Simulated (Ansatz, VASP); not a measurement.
# One calculation of Fe, two programs

The input POSCAR:

```
Fe
1.0
    0.0000000000      2.4013887703      2.4013887703
    2.4013887703      0.0000000000      2.4013887703
    2.4013887703      2.4013887703      0.0000000000
Fe
2
Direct
    1.0000000000      0.0000000000      0.0000000000
    0.5000000000      0.5000000000      0.5000000000
```

File INCAR.step1:

```
PREC = Accurate ; ENCUT = 520
ISMEAR = -1 ; SIGMA = 0.05
LREAL = False ; LASPH = True
NELM = 150 ; ISPIN = 2
MAGMOM = 2.741 -2.741 ; LMAXMIX = 4
NBANDS = 19 ; GGA = PE
ALGO = Normal ; EDIFF = 1E-4
LWAVE = True ; LCHARG = False
```

INCAR.step2

```
PREC = Accurate ; ENCUT = 520
EDIFF = 1E-6 ; ISMEAR = -1
SIGMA = 0.05 ; LREAL = False
LASPH = True ; NELM = 150
ALGO = Normal ; ISIF = 2
LWAVE = False ; LCHARG = False
ISPIN = 2 ; MAGMOM = 2.741 -2.741
LORBIT = 11 ; LMAXMIX = 4
METAGGA = R2SCAN ; LMIXTAU = True
NBANDS = 19 ; ISTART = 1
```

The input KPOINTS:

```
regular mesh
0
Gamma
  13 13 13
```

Input for Ansatz:

```yaml
crystal:
  lattice:
    - [0.0, 2.4013887703, 2.4013887703]
    - [2.4013887703, 0.0, 2.4013887703]
    - [2.4013887703, 2.4013887703, 0.0]
  atoms:
    - { symbol: Fe, position: [1.0, 0.0, 0.0], spin: 2.741 }
    - { symbol: Fe, position: [0.5, 0.5, 0.5], spin: -2.741 }
hamiltonian:
  xc: r2scan
  pseudopotentials:
    kind: paw
    azcp:
      Fe: "pseudopotentials/Fe.paw.azcp"
basis:
  ecutwfc: 500
  fft_grid_basis: typed
kpoints:
  mp_grid: { grid: [13, 13, 13], shift: [0, 0, 0] }
magnetization:
  spin_polarized: true
scf:
  occupations: { method: fermi_dirac, width: 0.05 }
  lower_state_search: "off"
output:
  stress: true
```

Alike in both runs: task single point; functional r2SCAN; k mesh 13 × 13 × 13; occupations fermi-dirac, width 0.05 eV; collinear spin.

```csv
,VASP,Ansatz
version,VASP 6.6.1,Ansatz 0.2.0
potentials or method,"VASP PAW PBE potentials, release 64 (Fe), cutoff 520 eV","plane waves (500 eV) with PAW, scalar-relativistic"
valence electrons in the cell,16,32
```

|  | VASP | Ansatz | Ansatz less VASP |
| --- | --- | --- | --- |
| pressure (GPa) | 3.9 | 4.3 | +0.38 |
| net moment per atom (μB) | 0.00 | 0.00 | 0.000 |
| size of the moment on the site where the two differ most (μB) | 2.78 | 2.67 | -0.103 |

VASP's potentials were made for PBE, not for r2SCAN. Site moments also hang on the region over which each program counts them. VASP's potentials hold 16 valence electrons a cell and Ansatz's 32, so a difference there can come from the potentials and not from the codes. Ansatz's warnings: stability check not made.
